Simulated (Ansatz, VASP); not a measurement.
## Two plane-wave programs on NaH

The input POSCAR:

```
NaH
1.0
    0.0000000000      2.3975116422      2.3975116422
    2.3975116422      0.0000000000      2.3975116422
    2.3975116422      2.3975116422      0.0000000000
Na H
1 1
Direct
    0.0000000000      0.0000000000      0.0000000000
    0.5000000000      0.5000000000      0.5000000000
```

Contents of INCAR.step1:

```
PREC = Accurate ; ENCUT = 520
EDIFF = 1E-5 ; ISMEAR = 0
SIGMA = 0.01 ; LREAL = False
LASPH = True ; NELM = 80
ALGO = Normal ; ISIF = 2
LWAVE = True ; LCHARG = False
GGA = PE ; NBANDS = 11
```

Contents of INCAR.step2:

```
PREC = Accurate ; ENCUT = 520
EDIFF = 1E-6 ; ISMEAR = 0
SIGMA = 0.01 ; LREAL = False
LASPH = True ; NELM = 80
ALGO = Normal ; ISIF = 2
LWAVE = False ; LCHARG = False
GGA = PE ; LHFCALC = True
AEXX = 0.15 ; HFSCREEN = 0.3
PRECFOCK = Normal ; ISTART = 1
NBANDS = 11
```

KPOINTS

```
regular mesh
0
Gamma
  4 4 4
```

Input for Ansatz:

```yaml
crystal:
  lattice:
    - [0.0, 2.3975116422, 2.3975116422]
    - [2.3975116422, 0.0, 2.3975116422]
    - [2.3975116422, 2.3975116422, 0.0]
  atoms:
    - { symbol: Na, position: [0.0, 0.0, 0.0] }
    - { symbol: H, position: [0.5, 0.5, 0.5] }
kpoints:
  mp_grid: { grid: [4, 4, 4] }
hamiltonian:
  xc: { exchange: pbe, correlation: pbe, exx: { coeff: 0.15, omega: 0.3 } }
scf:
  occupations: { method: fixed }
  n_extra_bands: 4
output:
  forces: true
  stress: true
  eigenvalues: true
```

Alike in both runs: task single point; functional PBE-based screened hybrid; k mesh 4 × 4 × 4; no spin polarisation.

```csv
,VASP,Ansatz
version,VASP 6.6.1,Ansatz 0.2.0
potentials or method,"VASP PAW PBE potentials, release 64 (Na_pv, H)",plane waves
plane-wave cutoff (eV),520,420
occupations,"gaussian, width 0.01 eV",fixed
valence electrons in the cell,8,10
```

```csv
,VASP,Ansatz,Ansatz less VASP
gap on the k mesh at the Fermi level (eV),4.29,4.29,+0.004
pressure (GPa),0.3,0.3,+0.01
```

VASP's potentials were made for PBE, not for PBE-based screened hybrid. VASP's potentials hold 8 valence electrons a cell and Ansatz's 10, so a difference there can come from the potentials and not from the codes. Ansatz's warnings: stress exchange threshold loose, stress scf threshold loose.

The k mesh is coarse, so the values compare programs but aren't converged.
